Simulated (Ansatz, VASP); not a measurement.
## Two plane-wave programs on Mg5Te3

```xyz
8
Lattice="7.6954 0.0000 0.0000 -3.8477 6.6644 0.0000 0.0000 0.0000 3.9858" Properties=species:S:1:pos:R:3 pbc="T T T"
Mg    3.8477    2.2215    1.9929
Mg    0.0000    4.4429    1.9929
Mg   -0.8452    1.4639    1.9929
Mg    1.6904    0.0000    1.9929
Mg    3.0025    5.2005    1.9929
Te   -2.4002    4.1574    0.0000
Te    1.4474    2.5071    0.0000
Te    4.8005    0.0000    0.0000
```

Change from the starting cell: species swapped into the Yb3Si5 type (P-62m, No. 189).

Alike in both runs: functional PBE; k mesh 6 × 6 × 8; occupations gaussian, width 0.1 eV; no spin polarisation.

Ansatz relaxed the structure, and its values are those at the end. VASP's run is a single point on that final structure, the one shown.

```csv
,VASP,Ansatz
version,VASP 6.6.1,Ansatz 0.2.0
potentials or method,"VASP PAW PBE potentials, release 64 (Mg, Te), cutoff 520 eV","scalar-relativistic, plane waves, PAW"
valence electrons in the cell,28,98
```

|  | VASP | Ansatz | Ansatz less VASP |
| --- | --- | --- | --- |
| gap on the k mesh at the Fermi level (eV) | none | none | - |
| pressure (GPa) | -0.1 | 0.0 | +0.08 |

A gap of «none» marks a metal or a gap that the smearing closes. VASP's potentials hold 28 valence electrons a cell and Ansatz's 98, so a difference there can come from the potentials and not from the codes.

Spin-orbit coupling is off throughout.
